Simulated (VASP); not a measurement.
# SiO2 (P4_2/mnm) in VASP: notebook, part 2 of 2

VASP 6.6.1.

### 3 Single point, HSE06 (strain -2.0%)

POSCAR reads:

```
SiO2
1.0
    4.1014850227      0.0000000000      0.0000000000
    0.0000000000      4.1014850227      0.0000000000
    0.0000000000      0.0000000000      2.6154630931
Si O
2 4
Direct
    0.0000000000      0.0000000000      0.0000000000
    0.5000000000      0.5000000000      0.5000000000
    0.3041475490      0.3041475490      0.0000000000
    0.1958524510      0.8041475490      0.5000000000
    0.8041475490      0.1958524510      0.5000000000
    0.6958524510      0.6958524510      0.0000000000
```

INCAR.step1 reads:

```
SYSTEM = SiO2
PREC = Accurate ; ENCUT = 520
EDIFF = 1E-5 ; ISMEAR = 0
SIGMA = 0.01 ; LREAL = .False.
LASPH = .True. ; NELM = 100
ALGO = Normal ; ISIF = 2
LWAVE = .True. ; LCHARG = .False.
GGA = PE ; NBANDS = 25
KPAR = 4
```

INCAR.step2 reads:

```
SYSTEM = SiO2
PREC = Accurate ; ENCUT = 520
EDIFF = 1E-6 ; ISMEAR = 0
SIGMA = 0.01 ; LREAL = .False.
LASPH = .True. ; NELM = 100
ALGO = Normal ; ISIF = 2
LWAVE = .False. ; LCHARG = .False.
GGA = PE ; LHFCALC = .True.
HFSCREEN = 0.2079 ; PRECFOCK = Fast
ISTART = 1 ; NBANDS = 25
KPAR = 4
```

KPOINTS reads:

```
Automatic mesh
0
Gamma
  4 4 6
  0 0 0
```

Potentials or basis: VASP PAW PBE potentials, release 64 (Si, O).

Run with:

```console
$ cat potpaw_PBE.64/Si/POTCAR potpaw_PBE.64/O/POTCAR > POTCAR
$ cp INCAR.step1 INCAR
$ mpirun -np 4 vasp_std > vasp.out
$ cp INCAR.step2 INCAR
$ mpirun -np 4 vasp_std > vasp.out
```

OUTCAR:

```text
SYSTEM = SiO2
   PREC = Accurate
   ENCUT = 520
   EDIFF = 1E-6
   ISMEAR = 0
   LREAL = .False.
   LASPH = .True.
   NELM = 100
   ISIF = 2
   GGA = PE
   LHFCALC = .True.
   HFSCREEN = 0.2079
   PRECFOCK = Fast
   ISTART = 1

 ion  position               nearest neighbor table
   1  0.000  0.000  0.000-   4 1.73   5 1.73   4 1.73   5 1.73   3 1.76   6 1.76
   2  0.500  0.500  0.500-   3 1.73   6 1.73   3 1.73   6 1.73   5 1.76   4 1.76
   3  0.304  0.304  0.000-   2 1.73   2 1.73   1 1.76
   4  0.196  0.804  0.500-   1 1.73   1 1.73   2 1.76
   5  0.804  0.196  0.500-   1 1.73   1 1.73   2 1.76
   6  0.696  0.696  0.000-   2 1.73   2 1.73   1 1.76

  LATTYP: Found a simple tetragonal cell.
 ALAT       =     4.1014850227
 C/A-ratio  =     0.6376868570

  Lattice vectors:

 A1 = (   4.1014850227,   0.0000000000,   0.0000000000)
 A2 = (   0.0000000000,   4.1014850227,   0.0000000000)
 A3 = (   0.0000000000,   0.0000000000,   2.6154630931)

Analysis of symmetry for initial positions (statically):
=====================================================================
 Subroutine PRICEL returns:
 Original cell was already a primitive cell.

 Routine SETGRP: Setting up the symmetry group for a
 simple tetragonal supercell.

 Subroutine GETGRP returns: Found 16 space group operations
 (whereof  8 operations were pure point group operations)
 out of a pool of 16 trial point group operations.

The static configuration has the point symmetry D_2h.
 The point group associated with its full space group is D_4h.

Analysis of symmetry for dynamics (positions and initial velocities):
=====================================================================
 Subroutine PRICEL returns:
 Original cell was already a primitive cell.

 Routine SETGRP: Setting up the symmetry group for a
 simple tetragonal supercell.

 Subroutine GETGRP returns: Found 16 space group operations
 (whereof  8 operations were pure point group operations)
 out of a pool of 16 trial point group operations.

The dynamic configuration has the point symmetry D_2h.
 The point group associated with its full space group is D_4h.

 Subroutine INISYM returns: Found 16 space group operations
 (whereof  8 operations are pure point group operations),
 and found     1 'primitive' translations

----------------------------------------------------------------------------------------

                                     Primitive cell

  volume of cell :      43.9978

  direct lattice vectors                    reciprocal lattice vectors
     4.101485023  0.000000000  0.000000000     0.243814129  0.000000000  0.000000000
     0.000000000  4.101485023  0.000000000     0.000000000  0.243814129  0.000000000
     0.000000000  0.000000000  2.615463093     0.000000000  0.000000000  0.382341469

  length of vectors
     4.101485023  4.101485023  2.615463093     0.243814129  0.243814129  0.382341469

  position of ions in fractional coordinates (direct lattice)
     0.000000000  0.000000000  0.000000000
     0.500000000  0.500000000  0.500000000
[... 47 lines left out ...]
  0.500000  0.500000  0.000000      1.000000
[... 16 lines left out ...]
  0.500000  0.250000  0.500000      4.000000
  0.500000  0.500000  0.500000      1.000000
   k-points           NKPTS =     24   k-points in BZ     NKDIM =     96   number of bands    NBANDS=     25
   number of dos      NEDOS =    301   number of ions     NIONS =      6
   total plane-waves  NPLWV =  20480
   dimension x,y,z NGX =    32 NGY =   32 NGZ =   20
   dimension x,y,z NGXF=    64 NGYF=   64 NGZF=   40
   ions per type =               2   4
   NGX,Y,Z   is equivalent  to a cutoff of  12.97, 12.97, 12.71 a.u.
   NGXF,Y,Z  is equivalent  to a cutoff of  25.94, 25.94, 25.43 a.u.
 SYSTEM =  SiO2
   PREC   = accura    normal or accurate (medium, high low for compatibility)
   ISTART =      1    job   : 0-new  1-cont  2-samecut
   ICHARG =      0    charge: 1-file 2-atom 10-const
   ISPIN  =      1    spin polarized calculation?
   LNONCOLLINEAR =      F non collinear calculations
   LSORBIT =      F    spin-orbit coupling
   LASPH  =      T    aspherical Exc in radial PAW
   ENCUT  =  520.0 eV  38.22 Ry    6.18 a.u.   7.63  7.63  4.86*2*pi/ulx,y,z
   NELM   =    100;   NELMIN=  2; NELMDL=  0     # of ELM steps
   EDIFF  = 0.1E-05   stopping-criterion for ELM
   LREAL  =      F    real-space projection
   EDIFFG = 0.1E-04   stopping-criterion for IOM
   NSW    =      0    number of steps for IOM
   IBRION =     -1    ionic relax: 0-MD 1-quasi-New 2-CG
   NFREE  =      0    steps in history (QN), initial steepest desc. (CG)
   ISIF   =      2    stress and relaxation
   ISYM   =      3    0-nonsym 1-usesym 2-fastsym
   POTIM  = 0.5000    time-step for ionic-motion
   TEBEG  =    0.0;   TEEND  =   0.0 temperature during run
   PSTRESS=    0.0 pullay stress
   NELECT =      32.0000    total number of electrons
   NUPDOWN=      -1.0000    fix difference up-down
   EMIN   =  10.00;   EMAX   =-10.00  energy-range for DOS
   EFERMI =   0.00;   METHOD = LEGACY
   ISMEAR =     0;   SIGMA  =   0.01  broadening in eV -4-tet -1-fermi 0-gaus
   EFERMI_NEDOS =   21; number of points for ismear=-14 and -15
   IALGO  =     38    algorithm
   IMIX   =      1    mixing-type and parameters
     AMIX     =   0.40;   BMIX     =  1.00
     AMIX_MAG =   1.60;   BMIX_MAG =  1.00
  volume/ion in A,a.u.               =       7.33        49.49
  Fermi-wavevector in a.u.,A,eV,Ry     =   1.472249  2.782147 29.490852  2.167516
  Thomas-Fermi vector in A             =   2.587286
   LORBIT       =      0    0 simple, 1 ext, 2 COOP (PROOUT), +10 PAW based schemes
   GGA     = PE    functional components
   LHFCALC =     T    Hartree Fock is set to
   PRECFOCK=fast      Normal, Fast or Accurate (Low or Medium for compatibility)
   ENCUT4O =  -1.0   cutoff for four orbital integrals eV
   NKREDX  =     1    reduce k-point grid by
   NKREDY  =     1    reduce k-point grid by
   NKREDZ  =     1    reduce k-point grid by
   AEXX    =    0.2500 exact exchange contribution
   HFSCREEN=    0.2079 screening length (either q_TF or 0.3 A-1)
   HFSCREENC=   0.2079 screening length for correlation (either q_TF or 0.3 A-1)
   ENCUTFOCK=  -1.0 apply spherical cutoff to Coloumb kernel
   IVDW    =     0    specifies the selected vdW correction
   LEPSILON=     F    determine dielectric tensor
   LRPA    =     F    only Hartree local field effects (RPA)
 non-spin polarized calculation
 Gauss-broadening in eV      SIGMA  =   0.01
  energy-cutoff  :      520.00
  volume of cell :       44.00
 maximum number of plane-waves:      1194
 NGX is ok and might be reduce to    32
  NGX = 18; NGY = 18; NGZ = 12

 number of electron      31.9999987 magnetization

 Free energy of the ion-electron system (eV)
  ---------------------------------------------------
  ext. energy  EPLUGINS =         0.00000000
  ---------------------------------------------------
  free energy    TOTEN  =       -57.14188757 eV

  energy without entropy =      -57.14188757  energy(sigma->0) =      -57.14188757

 E-fermi :   7.7210     XC(G=0): -10.2694

 val. band max:        7.6752258369   @ k =   0.0000   0.0000   0.0000
 cond. band min:      16.4286872724   @ k =   0.0000   0.0000   0.0000
 fundamental gap:      8.7534614355
 Fermi energy:         7.7210158485

 k-point     1 :       0.0000    0.0000    0.0000
  band No.  band energies     occupation
      1     -17.2018      2.00000
      2     -13.1197      2.00000
      3     -13.1197      2.00000
      4     -12.6914      2.00000
      5      -4.2636      2.00000
      6       0.4618      2.00000
[... 661 lines left out ...]
     24      24.0458      0.00000
     25      27.0464      0.00000

------------------------ aborting loop because EDIFF is reached ----------------------------------------

  FORCE on cell =-STRESS in cart. coord.  units (eV):
  Direction    XX          YY          ZZ          XY          YZ          ZX
  --------------------------------------------------------------------------------------
  -------------------------------------------------------------------------------------
  Total        4.9322916      4.9322916      6.4852946      0.0000000      0.0000000      0.0000000
  in kB      179.6091539    179.6091539    236.1616847      0.0000000      0.0000000      0.0000000
  external PRESSURE =     198.4599975 kB  Pullay stress =       0.0000000 kB

 VOLUME and BASIS-vectors are now :
 -----------------------------------------------------------------------------
  energy-cutoff  :      520.00
  volume of cell :       44.00
      direct lattice vectors                 reciprocal lattice vectors
     4.101485023  0.000000000  0.000000000     0.243814129  0.000000000  0.000000000
     0.000000000  4.101485023  0.000000000     0.000000000  0.243814129  0.000000000
     0.000000000  0.000000000  2.615463093     0.000000000  0.000000000  0.382341469

 POSITION                                       TOTAL-FORCE (eV/Angst)
 -----------------------------------------------------------------------------------
      0.00000      0.00000      0.00000         0.000000      0.000000     -0.000000
      2.05074      2.05074      1.30773         0.000000      0.000000     -0.000000
      1.24746      1.24746      0.00000         0.023881      0.023881      0.000000
      0.80329      3.29820      1.30773        -0.023881      0.023881     -0.000000
      3.29820      0.80329      1.30773         0.023881     -0.023881      0.000000
      2.85403      2.85403      0.00000        -0.023881     -0.023881     -0.000000
 -----------------------------------------------------------------------------------
    total drift:                                0.000018      0.000015      0.000010

  FREE ENERGIE OF THE ION-ELECTRON SYSTEM (eV)
  ---------------------------------------------------
  free  energy   TOTEN  =       -57.1418875692 eV

  energy  without entropy=      -57.1418875692  energy(sigma->0) =      -57.14188757
```

Run time: 7.2 min. Hardware: 4 MPI ranks of Oxide Virtual Turin-like, shared host; peak memory 0.24 GiB.

What came out:

* Free energy: -57.1419 eV
* Pressure: 19.8 GPa
* Largest force: 0.034 eV/Å
* Band gap on the k mesh: 8.75 eV

Forces in eV/Å, atoms in the order of the input:
```
Si   0.000  0.000  0.000
Si   0.000  0.000  0.000
O    0.024  0.024  0.000
O   -0.024  0.024  0.000
O    0.024 -0.024  0.000
O   -0.024 -0.024  0.000
```

Stress tensor (GPa, compression positive):
```
17.96  0.00  0.00
 0.00 17.96  0.00
 0.00  0.00 23.62
```

Caveat: the cell differs from its parent crystal (strain -2.0%); the stress differs along the axes, from 18 to 24 GPa; the structure was generated, so it needn't be the stable form of SiO2; the PAW data sets were made with another functional, which shifts forces and pressure a little.
